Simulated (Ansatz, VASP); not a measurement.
# One calculation of Mo3Ru, two programs

```xyz
4
Lattice="0.0000 3.1335 3.1335 3.1335 0.0000 3.1335 3.1335 3.1335 0.0000" Properties=species:S:1:pos:R:3 pbc="T T T"
Mo    4.7002    4.7002    4.7002
Mo    1.5667    1.5667    1.5667
Mo    0.0000    0.0000    0.0000
Ru    3.1335    3.1335    3.1335
```

Alike in both runs: functional PBE; k mesh 6 × 6 × 6; occupations gaussian, width 0.1 eV; no spin polarisation.

Ansatz relaxed the structure, and its values are those at the end. VASP's run is a single point on that final structure, the one shown.

|  | VASP | Ansatz |
| --- | --- | --- |
| version | VASP 6.6.1 | Ansatz 0.2.0 |
| potentials or method | VASP PAW PBE potentials, release 64 (Mo_sv, Ru_pv), cutoff 520 eV | scalar-relativistic, plane waves, PAW |
| valence electrons in the cell | 56 | 58 |

Ansatz gave:

```
gap on the k mesh at the Fermi level (eV) : none
pressure (GPa)                            : 0.0
```

Problem. Which values does VASP return?

Solution. gap on the k mesh at the Fermi level (eV): none; pressure (GPa): 0.3.

A gap of «none» marks a metal or a gap that the smearing closes. The functional is the same, so the differences come from potentials, cutoffs and numerics. VASP's potentials hold 56 valence electrons a cell and Ansatz's 58, so a difference there can come from the potentials and not from the codes.
